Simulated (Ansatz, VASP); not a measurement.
One calculation of Hg, two programs

Contents of INCAR:

```
PREC = Accurate
ENCUT = 550
EDIFF = 1E-7
ISMEAR = 0
SIGMA = 0.1
LREAL = F
LASPH = T
NELM = 120
ALGO = Normal
ISIF = 3
LWAVE = F
LCHARG = F
GGA = PE
IBRION = 2
NSW = 90
EDIFFG = -0.04
GGA_COMPAT = F
NELMIN = 4
```

The input KPOINTS:

```
Automatic mesh
0
Gamma
  6 6 6
```

The input POSCAR:

```
Hg
1.0
    4.8080760400      0.0000000000      0.0000000000
   -2.4040380200      4.1639160000      0.0000000000
    0.0000000000      0.0000000000      3.0309898700
Hg
2
Direct
    0.3333333300      0.6666666700      0.5000000000
    0.6666666700      0.3333333300      0.5000000000
```

Input for Ansatz:

```yaml
crystal:
  lattice:
    - [4.80807604, 0.0, 0.0]
    - [-2.40403802, 4.163916, 0.0]
    - [0.0, 0.0, 3.03098987]
  atoms:
    - { symbol: Hg, position: [0.33333333, 0.66666667, 0.5] }
    - { symbol: Hg, position: [0.66666667, 0.33333333, 0.5] }
basis:
  ecutwfc: 420
kpoints:
  mp_grid: { grid: [6, 6, 6] }
hamiltonian:
  xc: pbe
scf:
  occupations: { method: gaussian, width: 0.1 }
  lower_state_search: "off"
output:
  forces: true
  stress: true
  eigenvalues: true
relax:
  adjacent_minimum: "off"
  f_tol: 0.04
  max_steps: 70
  cell: { stress_tol: 0.4 }
```

Alike in both runs: task relaxation of cell and atoms; functional PBE; k mesh 6 × 6 × 6; occupations gaussian, width 0.1 eV; no spin polarisation.

```csv
,VASP,Ansatz
version,VASP 6.6.1,Ansatz 0.2.0
potentials or method,"VASP PAW PBE potentials, release 64 (Hg_sv_GW), cutoff 550 eV","scalar-relativistic, plane waves, PAW"
valence electrons in the cell,40,40
```

|  | VASP | Ansatz | Ansatz less VASP |
| --- | --- | --- | --- |
| gap on the k mesh at the Fermi level, each at its own relaxed structure (eV) | none | none | - |
| relaxed volume (Å³/atom) | 34.65 | 36.05 | +1.398 |
| relaxed length of the cell vector where the two differ most in proportion (Å) | 5.062 | 5.135 | +0.0734 |

A gap of «none» marks a metal or a gap that the smearing closes.

Neither program's run includes spin-orbit coupling.
